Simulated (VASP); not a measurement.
## Al32Cu (a cell with a defect): single point with PBE+D3(BJ)

Al32Cu (a cell with a defect):

```
Al Cu
1.0
     8.10000    0.00000    0.00000
     0.00000    8.10000    0.00000
     0.00000    0.00000    8.10000
Al Cu
32 1
Direct
  0.50989 0.00008 0.00018
  0.75059 0.24017 0.00019
  0.75009 0.00000 0.25309
  0.99023 0.00008 0.00020
  0.24971 0.20978 0.99978
  0.54179 0.49994 0.99975
  0.75058 0.75982 0.00019
  0.25023 0.00008 0.25989
  0.50361 0.24671 0.25355
  0.75057 0.50002 0.25988
  0.50313 0.00000 0.50007
  0.75010 0.24712 0.50008
  0.75011 0.00001 0.74729
  0.96095 0.49995 0.99981
  0.24970 0.79061 0.99977
  0.99660 0.24634 0.25392
  0.24968 0.49994 0.29148
  0.50355 0.75330 0.25349
  0.99734 0.00001 0.50010
  0.25024 0.24017 0.50046
  0.50989 0.50002 0.50045
  0.75010 0.75293 0.50008
  0.25025 0.00008 0.74023
  0.50390 0.24642 0.74661
  0.75059 0.50003 0.74022
  0.99665 0.75367 0.25387
  0.99022 0.50003 0.50046
  0.25024 0.75983 0.50045
  0.99634 0.24610 0.74628
  0.24973 0.49995 0.71064
  0.50385 0.75359 0.74667
  0.99639 0.75393 0.74633
  0.25173 0.50026 0.00134
```

```yaml
Program: VASP 6.6.1
Task: single point
Functional: PBE
Dispersion: D3(BJ)
Potentials_or_basis: VASP PAW PBE potentials, release 64 (Al, Cu)
Cutoff: 520 eV
k_mesh: 2 × 2 × 2
Occupations: fermi-dirac, width 0.05 eV
Spin: no spin polarisation
```

| Item | Value |
| --- | --- |
| Pressure | -0.7 GPa |
| Largest force | 0.028 eV/Å |
| Band gap on the k mesh | zero (an odd number of electrons rules out a gap without spin polarisation) |
| Dispersion energy per atom | -0.347 eV |

Forces in eV/Å, atoms in the order of the input:
```
Al   0.024  0.000  0.001
Al   0.002 -0.023  0.000
Al  -0.002  0.000  0.027
Al  -0.023  0.000  0.001
Al   0.004  0.004  0.003
Al  -0.008  0.000  0.000
Al   0.002  0.024  0.000
Al   0.001  0.000  0.024
Al   0.000  0.000 -0.001
Al   0.002  0.000  0.024
Al   0.026  0.000 -0.001
Al  -0.001 -0.028 -0.001
Al  -0.002  0.000 -0.027
Al   0.002  0.000  0.002
Al   0.004 -0.005  0.002
Al   0.002  0.003 -0.002
Al   0.001  0.001 -0.011
Al   0.000  0.000  0.000
Al  -0.028  0.000 -0.001
Al   0.000 -0.024  0.001
Al   0.024  0.000  0.002
Al  -0.002  0.028 -0.001
Al   0.001  0.000 -0.023
Al  -0.003  0.002  0.002
Al   0.002  0.000 -0.022
Al   0.002 -0.003 -0.002
Al  -0.023  0.000  0.001
Al   0.000  0.025  0.001
Al   0.003  0.003  0.003
Al   0.002  0.000  0.003
Al  -0.002 -0.002  0.001
Al   0.002 -0.003  0.003
Cu  -0.010 -0.002 -0.008
```

Levels at points of the mesh, in eV from the Fermi level:
```tsv
k point	band 51	band 52	band 53	band 54	band 55	band 56
(0.00, 0.00, 0.00)	0.18	0.18	0.55	0.56	0.56	0.56
(0.50, 0.00, 0.00)	-0.14	-0.14	-0.12	-0.05	-0.05	0.00
(0.00, 0.50, 0.00)	-0.14	-0.14	-0.12	-0.05	-0.05	0.00
(0.00, 0.00, 0.50)	-0.14	-0.14	-0.12	-0.05	-0.05	0.00
(0.50, 0.50, 0.00)	-0.22	-0.21	0.29	0.83	0.83	0.94
(0.00, 0.50, 0.50)	-0.22	-0.21	0.29	0.83	0.83	0.94
(0.50, 0.00, 0.50)	-0.22	-0.21	0.29	0.83	0.83	0.94
(0.50, 0.50, 0.50)	-0.50	-0.47	-0.47	-0.47	-0.42	-0.42
```

Run time: 8.2 min on 1 thread of Intel(R) Xeon(R) Platinum 8375C CPU @ 2.90GHz (Ice Lake) (shared host), peak memory 0.57 GiB.

Caveat: the k points lie up to 0.39 Å⁻¹ apart, too coarse for converged energies and pressures of a metal.
